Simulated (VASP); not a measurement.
Input of a VASP 6.6.1 run:

Contents of INCAR:

```
SYSTEM = Sr3Zn
PREC = Accurate
ENCUT = 520
EDIFF = 1E-6
ISMEAR = -1
SIGMA = 0.05
LREAL = .False.
LASPH = .True.
NELM = 80
ALGO = Normal
ISIF = 2
LWAVE = .False.
LCHARG = .True.
GGA = PE
LELF = .True.
LVHAR = .True.
NBANDS = 29
```

The input KPOINTS:

```
regular mesh
0
Gamma
  5 5 5
  0 0 0
```

POSCAR

```
Sr3Zn
1.0
    5.4058796508      0.0000000000      0.0000000000
    0.0000000000      5.4058796508      0.0000000000
    0.0000000000      0.0000000000      5.4058796508
Sr Zn
3 1
Direct
    0.0000000000      0.5000000000      0.5000000000
    0.5000000000      0.5000000000      0.0000000000
    0.5000000000      0.0000000000      0.5000000000
    0.0000000000      0.0000000000      0.0000000000
```

Potentials or basis: VASP PAW PBE potentials, release 64 (Sr_sv, Zn).

The run is started by

```console
$ cat potpaw_PBE.64/Sr_sv/POTCAR potpaw_PBE.64/Zn/POTCAR > POTCAR
$ mpirun -np 1 vasp_std > vasp.out
```

Q: Predict the pressure.

A: 0.7 GPa.

Q: What does it give for the band gap on the k mesh?

A: Zero (bands 21 and 22 overlap by 0.42 eV).
